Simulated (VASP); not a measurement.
# Si (Imma) in VASP: further runs

Si is run at these levels: PBEsol; tasks: single point, relaxation of the atoms.

All numbers are computed with VASP 6.6.1; they aren't measurements. Logs are shortened: lines on timing, memory, paths and dates and some standing lists are left out, and cuts for length are marked.

## (1) The cell of the first run

The structure is orthorhombic, space group Imma (No. 74). The conventional cell has a = 3.819 Å, b = 3.881 Å, c = 5.488 Å, α = 90.00°, β = 90.00°, γ = 90.00°. Si (site symmetry mm2) has 4 Si at 2.36 to 2.37 Å within 3.1 Å.

## (2) Single point, PBEsol (strained cell)

Input file INCAR:

```
SYSTEM = Si
PREC = Accurate
ENCUT = 520
EDIFF = 1E-6
ISMEAR = 0
SIGMA = 0.02
LREAL = .FALSE.
LASPH = .TRUE.
NELM = 100
ALGO = Normal
ISIF = 2
LWAVE = .FALSE.
LCHARG = .TRUE.
GGA = PS
LELF = .TRUE.
LVHAR = .TRUE.
NBANDS = 11
```

Input file KPOINTS:

```
regular mesh
0
G
  10 10 10
  0 0 0
```

Input file POSCAR:

```
Si
1.0
   -0.0217346434      2.7222640912      2.7439987347
    2.7222640912     -0.0217346434      2.7439987347
    2.7005294478      2.7005294478      0.0000000000
Si
2
Direct
   -0.0010258443     -0.0010258443      0.0010258443
    0.2510258443      0.2510258443      0.2489741557
```

Potentials or basis: VASP PAW PBE potentials, release 64 (Si).

On the command line:

```sh
$ cat potpaw_PBE.64/Si/POTCAR > POTCAR
$ mpirun -np 1 vasp_std > vasp.out
```

OUTCAR:

```text
SYSTEM = Si
   PREC = Accurate
   ENCUT = 520
   EDIFF = 1E-6
   ISMEAR = 0
   LREAL = .FALSE.
   LASPH = .TRUE.
   NELM = 100
   ISIF = 2
   GGA = PS

 ion  position               nearest neighbor table
   1  0.999  0.999  0.001-   2 2.36   2 2.36   2 2.37   2 2.37
   2  0.251  0.251  0.249-   1 2.36   1 2.36   1 2.37   1 2.37

  LATTYP: Found a body centered orthorhombic cell.
 ALAT       =     3.8191253707
 B/A-ratio  =     1.0160965794
 C/A-ratio  =     1.4369775634

  Lattice vectors:

 A1 = (   0.0217346434,  -2.7222640912,  -2.7439987347)
 A2 = (  -0.0217346434,   2.7222640912,  -2.7439987347)
 A3 = (   2.7222640912,  -0.0217346434,   2.7439987347)

Analysis of symmetry for initial positions (statically):
=====================================================================
 Subroutine PRICEL returns:
 Original cell was already a primitive cell.

 Routine SETGRP: Setting up the symmetry group for a
 body centered orthorhombic supercell.

 Subroutine GETGRP returns: Found  8 space group operations
 (whereof  4 operations were pure point group operations)
 out of a pool of  8 trial point group operations.

The static configuration has the point symmetry C_2v.
 The point group associated with its full space group is D_2h.

Analysis of symmetry for dynamics (positions and initial velocities):
=====================================================================
 Subroutine PRICEL returns:
 Original cell was already a primitive cell.

 Routine SETGRP: Setting up the symmetry group for a
 body centered orthorhombic supercell.

 Subroutine GETGRP returns: Found  8 space group operations
 (whereof  4 operations were pure point group operations)
 out of a pool of  8 trial point group operations.

The dynamic configuration has the point symmetry C_2v.
 The point group associated with its full space group is D_2h.

 Subroutine INISYM returns: Found  8 space group operations
 (whereof  4 operations are pure point group operations),
 and found     1 'primitive' translations

----------------------------------------------------------------------------------------

                                     Primitive cell

  volume of cell :      40.6674

  direct lattice vectors                    reciprocal lattice vectors
    -0.021734643  2.722264091  2.743998735    -0.182215827  0.182215827  0.182215827
     2.722264091 -0.021734643  2.743998735     0.182215827 -0.182215827  0.182215827
     2.700529448  2.700529448  0.000000000     0.185148879  0.185148879 -0.182215827

  length of vectors
     3.865323173  3.865323173  3.819125371     0.315607071  0.315607071  0.319002857

[... 86 lines left out ...]
   ISIF   =      2    stress and relaxation
   ISYM   =      2    0-nonsym 1-usesym 2-fastsym
   POTIM  = 0.5000    time-step for ionic-motion
   TEBEG  =    0.0;   TEEND  =   0.0 temperature during run
   PSTRESS=    0.0 pullay stress
   NELECT =       8.0000    total number of electrons
   NUPDOWN=      -1.0000    fix difference up-down
   EMIN   =  10.00;   EMAX   =-10.00  energy-range for DOS
   EFERMI =   0.00;   METHOD = LEGACY
   ISMEAR =     0;   SIGMA  =   0.02  broadening in eV -4-tet -1-fermi 0-gaus
   EFERMI_NEDOS =   21; number of points for ismear=-14 and -15
   IALGO  =     38    algorithm
   IMIX   =      4    mixing-type and parameters
     AMIX     =   0.40;   BMIX     =  1.00
     AMIX_MAG =   1.60;   BMIX_MAG =  1.00
  volume/ion in A,a.u.               =      20.33       137.22
  Fermi-wavevector in a.u.,A,eV,Ry     =   0.952115  1.799236 12.333985  0.906522
  Thomas-Fermi vector in A             =   2.080648
   LORBIT       =      0    0 simple, 1 ext, 2 COOP (PROOUT), +10 PAW based schemes
   GGA     = PS    functional components
   LHFCALC =     F    Hartree Fock is set to
   AEXX    =    0.0000 exact exchange contribution
   IVDW    =     0    specifies the selected vdW correction
   LEPSILON=     F    determine dielectric tensor
   LRPA    =     F    only Hartree local field effects (RPA)
 non-spin polarized calculation
 Gauss-broadening in eV      SIGMA  =   0.02
  energy-cutoff  :      520.00
  volume of cell :       40.67
 maximum number of plane-waves:      1109
 NGX is ok and might be reduce to    30
   NGX = 15   NGY = 15   NGZ = 15

 number of electron       8.0000000 magnetization

 Free energy of the ion-electron system (eV)
  ---------------------------------------------------
  ext. energy  EPLUGINS =         0.00000000
  ---------------------------------------------------
  free energy    TOTEN  =       -11.48783092 eV

  energy without entropy =      -11.48783092  energy(sigma->0) =      -11.48783092

 E-fermi :   5.8599     XC(G=0):  -9.4944

 val. band max:        5.7282594965   @ k =   0.0000   0.0000   0.0000
 cond. band min:       6.1038193914   @ k =   0.4000  -0.0000   0.4000
 fundamental gap:      0.3755598949
 Fermi energy:         5.8599079020

 k-point     1 :       0.0000    0.0000    0.0000
  band No.  band energies     occupation
      1      -6.2498      2.00000
      2       5.5804      2.00000
      3       5.5950      2.00000
      4       5.7283      2.00000
      5       8.0473      0.00000
      6       8.1250      0.00000
      7       8.2273      0.00000
      8       8.8213      0.00000
      9      13.2410      0.00000
     10      13.2845      0.00000
     11      13.3893      0.00000
[... 309 lines left out ...]
 k-point    24 :       0.4000    0.3000    0.0000
  band No.  band energies     occupation
      1      -4.1278      2.00000
      2       0.1841      2.00000
      3       2.7428      2.00000
      4       3.3534      2.00000
      5       6.6866      0.00000
      6       7.7442      0.00000
      7      12.4583      0.00000
      8      12.6308      0.00000
      9      16.0634      0.00000
     10      16.1481      0.00000
     11      17.5762      0.00000

 [... further k-points ...]
[... 5 lines left out ...]
  --------------------------------------------------------------------------------------
  -------------------------------------------------------------------------------------
  Total       -0.2293161     -0.2293161     -0.4263089      0.2996423      0.0000000      0.0000000
  in kB       -9.0343810     -9.0343810    -16.7953173     11.8050254      0.0000000      0.0000000
  external PRESSURE =     -11.6213598 kB  Pullay stress =       0.0000000 kB

 VOLUME and BASIS-vectors are now :
 -----------------------------------------------------------------------------
  energy-cutoff  :      520.00
  volume of cell :       40.67
      direct lattice vectors                 reciprocal lattice vectors
    -0.021734643  2.722264091  2.743998735    -0.182215827  0.182215827  0.182215827
     2.722264091 -0.021734643  2.743998735     0.182215827 -0.182215827  0.182215827
     2.700529448  2.700529448  0.000000000     0.185148879  0.185148879 -0.182215827

 POSITION                                       TOTAL-FORCE (eV/Angst)
 -----------------------------------------------------------------------------------
      2.70053      2.70053      5.48237         0.000000      0.000000     -0.000580
      1.35026      1.35026      1.37763         0.000000      0.000000      0.000580
 -----------------------------------------------------------------------------------
    total drift:                                0.000000      0.000000     -0.000000

  FREE ENERGIE OF THE ION-ELECTRON SYSTEM (eV)
  ---------------------------------------------------
  free  energy   TOTEN  =       -11.4878309195 eV

  energy  without entropy=      -11.4878309195  energy(sigma->0) =      -11.48783092
```

OSZICAR:

```text
N       E                     dE             d eps       ncg     rms          rms(c)
DAV:   1     0.553079340703E+01    0.55308E+01   -0.31536E+03  3762   0.559E+02
DAV:   2    -0.111699815247E+02   -0.16701E+02   -0.15891E+02  5069   0.827E+01
DAV:   3    -0.116986102775E+02   -0.52863E+00   -0.52734E+00  4869   0.123E+01
DAV:   4    -0.117024548453E+02   -0.38446E-02   -0.38441E-02  4537   0.132E+00
DAV:   5    -0.117024925973E+02   -0.37752E-04   -0.37752E-04  4763   0.122E-01    0.487E+00
DAV:   6    -0.115549202083E+02    0.14757E+00   -0.78352E-02  4292   0.112E+00    0.291E+00
DAV:   7    -0.114871578291E+02    0.67762E-01   -0.14116E-01  4375   0.159E+00    0.172E-01
DAV:   8    -0.114877533753E+02   -0.59555E-03   -0.58291E-03  4350   0.425E-01    0.819E-02
DAV:   9    -0.114878192257E+02   -0.65850E-04   -0.10324E-04  4851   0.660E-02    0.559E-02
DAV:  10    -0.114878309297E+02   -0.11704E-04   -0.10921E-05  4402   0.181E-02    0.500E-03
DAV:  11    -0.114878309195E+02    0.10190E-07   -0.10831E-06  4540   0.521E-03
   1 F= -.11487831E+02 E0= -.11487831E+02  d E =-.171883E-23
```

stdout:

```text
POSCAR found type information on POSCAR Si
 POSCAR found :  1 types and       2 ions
 scaLAPACK will be used
 -----------------------------------------------------------------------------
|                                                                             |
|                                                                             |
|     You enforced a specific xc type in the INCAR file but a different       |
|     I HOPE YOU KNOW WHAT YOU ARE DOING!                                     |
|                                                                             |
 -----------------------------------------------------------------------------

 LDA part: xc-table for (Slater+PW92), standard interpolation
 POSCAR, INCAR and KPOINTS ok, starting setup
 FFT: planning ... GRIDC
 FFT: planning ... GRID_SOFT
 FFT: planning ... GRID
 WAVECAR not read
 entering main loop
```

Wall time 57 s (1 thread of Intel Xeon Platinum 8259CL at 2.50GHz (Skylake/Cascade Lake), shared host); peak memory 0.19 GiB.

What came out:

```
Free energy            : -11.4878 eV
Pressure               : -1.2 GPa
Band gap on the k mesh : 0.38 eV, indirect (least direct gap 2.32 eV)
```

Stress tensor (GPa, compression positive):
```
-0.90  1.18  0.00
 1.18 -0.90  0.00
 0.00  0.00 -1.68
```

Caveat: the cell differs from its parent crystal (strained cell); the PAW data sets were made with another functional, which shifts forces and pressure a little.

## (3) Relaxation of the atoms, PBEsol (strained cell)

Input file INCAR:

```
SYSTEM = Si
ALGO     = Normal         ! electronic algorithm
EDIFF    = 1E-7           ! SCF threshold, eV
EDIFFG   = -0.002         ! ionic threshold
ENCUT    = 520            ! plane-wave cutoff, eV
GGA      = PS             ! functional
IBRION   = 2              ! ionic algorithm
ISIF     = 2              ! what is computed and relaxed
ISMEAR   = 0              ! smearing method
LASPH    = .True.         ! aspherical terms in the spheres
LCHARG   = .False.        ! write CHGCAR
LREAL    = .False.        ! projectors in reciprocal space
LWAVE    = .False.        ! write WAVECAR
NELM     = 100            ! most SCF steps
NSW      = 60             ! ionic steps
PREC     = Accurate       ! precision mode
SIGMA    = 0.02           ! smearing width, eV
```

Input file KPOINTS:

```
k-points
0
Gamma
  10 10 10
  0 0 0
```

Input file POSCAR:

```
Si
1.0
   -0.0217346434      2.7222640912      2.7439987347
    2.7222640912     -0.0217346434      2.7439987347
    2.7005294478      2.7005294478      0.0000000000
Si
2
Direct
    0.0000000000      0.0000000000      0.0000000000
    0.2500000000      0.2500000000      0.2500000000
```

Potentials or basis: VASP PAW PBE potentials, release 64 (Si).

On the command line:

```sh
$ cat potpaw_PBE.64/Si/POTCAR > POTCAR
$ mpirun -np 1 vasp_std > vasp.out
```

Run time: 88 s. Hardware: 1 thread of Intel Xeon Platinum 8259CL at 2.50GHz (Skylake/Cascade Lake), shared host; peak memory 0.18 GiB.

Results (log left out):

```yaml
Free_energy: -11.4878 eV
Energy_gained_by_relaxing: 0.4 meV/atom
Ionic_steps: 3
Pressure_after_relaxing: -1.2 GPa
Band_gap_on_the_k_mesh: 0.38 eV, indirect (least direct gap 2.32 eV)
```

Stress tensor (GPa, compression positive):
```
-0.91  1.18  0.00
 1.18 -0.91  0.00
 0.00  0.00 -1.68
```

Step by step:
```csv
step,energy change (eV),largest force (eV/Å),pressure (GPa)
1,0.0000,0.1475,-1.14
2,-0.0008,0.0382,-1.17
3,-0.0008,0.0001,-1.17
```

Final structure:
```cif
data_structure
_symmetry_space_group_name_H-M 'P 1'
_symmetry_Int_Tables_number 1
_cell_length_a 3.8653
_cell_length_b 3.8653
_cell_length_c 3.8191
_cell_angle_alpha 60.395
_cell_angle_beta 60.395
_cell_angle_gamma 60.262
_cell_volume 40.67
loop_
_atom_site_label
_atom_site_type_symbol
_atom_site_fract_x
_atom_site_fract_y
_atom_site_fract_z
_atom_site_occupancy
Si1 Si 0.99897 0.99897 0.00103 1
Si2 Si 0.25103 0.25103 0.24897 1
```

Levels at points of the mesh, in eV from the valence-band top:
| k point | band 2 | band 3 | band 4 | band 5 | band 6 | band 7 |
| --- | --- | --- | --- | --- | --- | --- |
| (0.00, 0.00, 0.00) | -0.15 | -0.13 | 0.00 | 2.32 | 2.40 | 2.50 |
| (0.50, 0.00, 0.00) | -7.05 | -1.30 | -1.17 | 1.39 | 3.16 | 3.29 |
| (0.50, 0.50, 0.00) | -7.88 | -2.99 | -2.78 | 0.45 | 0.69 | 9.80 |
| (0.00, 0.00, 0.50) | -7.02 | -1.34 | -1.31 | 1.24 | 3.14 | 3.15 |
| (0.50, 0.00, 0.50) | -7.86 | -2.95 | -2.95 | 0.50 | 0.50 | 9.81 |

Caveat: the cell differs from its parent crystal (strained cell); the PAW data sets were made with another functional, which shifts forces and pressure a little. A k mesh can miss the band edges.
